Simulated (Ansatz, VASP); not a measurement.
Two plane-wave programs on BiRu

Contents of INCAR:

```
SYSTEM = BiRu
PREC = Accurate
ENCUT = 520
EDIFF = 1E-7
ISMEAR = -1
SIGMA = 0.08
LREAL = .False.
LASPH = .True.
NELM = 100
ALGO = Normal
ISIF = 2
LWAVE = .False.
LCHARG = .False.
NBANDS = 22
```

The input KPOINTS:

```
regular mesh
0
Gamma
  13 13 13
  0 0 0
```

File POSCAR:

```
BiRu
1.0
    0.0000000000      2.5181006218      2.5181006218
    2.5181006218      0.0000000000      2.5181006218
    2.5181006218      2.5181006218      0.0000000000
Ru Bi
1 1
Direct
    0.0000000000      0.0000000000      0.0000000000
    0.5000000000      0.5000000000      0.5000000000
```

Input for Ansatz:

```yaml
crystal:
  lattice:
    - [0.0, 2.5181006218, 2.5181006218]
    - [2.5181006218, 0.0, 2.5181006218]
    - [2.5181006218, 2.5181006218, 0.0]
  atoms:
    - { symbol: Ru, position: [0.0, 0.0, 0.0] }
    - { symbol: Bi, position: [0.5, 0.5, 0.5] }
kpoints:
  mp_grid: { grid: [13, 13, 13] }
scf:
  occupations: { method: fermi_dirac, width: 0.08 }
hamiltonian:
  xc: lda
  pseudopotentials: { kind: paw }
output:
  forces: true
  stress: true
  eigenvalues: true
  populations: true
```

Change from the starting cell: volume scaled by 0.8, PAW files.

Alike in both runs: task single point; functional LDA; k mesh 13 × 13 × 13; occupations fermi-dirac, width 0.08 eV; no spin polarisation.

|  | VASP | Ansatz |
| --- | --- | --- |
| version | VASP 6.6.1 | Ansatz 0.2.0 |
| potentials or method | VASP PAW LDA potentials, release 64 (Ru_pv, Bi_d) | PAW with Ansatz's default frozen-core files, scalar-relativistic |
| plane-wave cutoff (eV) | 520 | 420 |
| valence electrons in the cell | 29 | 31 |

Ansatz gave:

- pressure (GPa): 54.5

Task: Which values does VASP return?

Result: Pressure (GPa): 55.8.

LDA's correlation is that of Perdew and Zunger in VASP and of Perdew and Wang (1992) in Ansatz. Both programs put the cell under a high pressure, so it lies far from rest at this level. VASP's potentials hold 29 valence electrons a cell and Ansatz's 31, so a difference there can come from the potentials and not from the codes.

Spin-orbit coupling is off throughout.
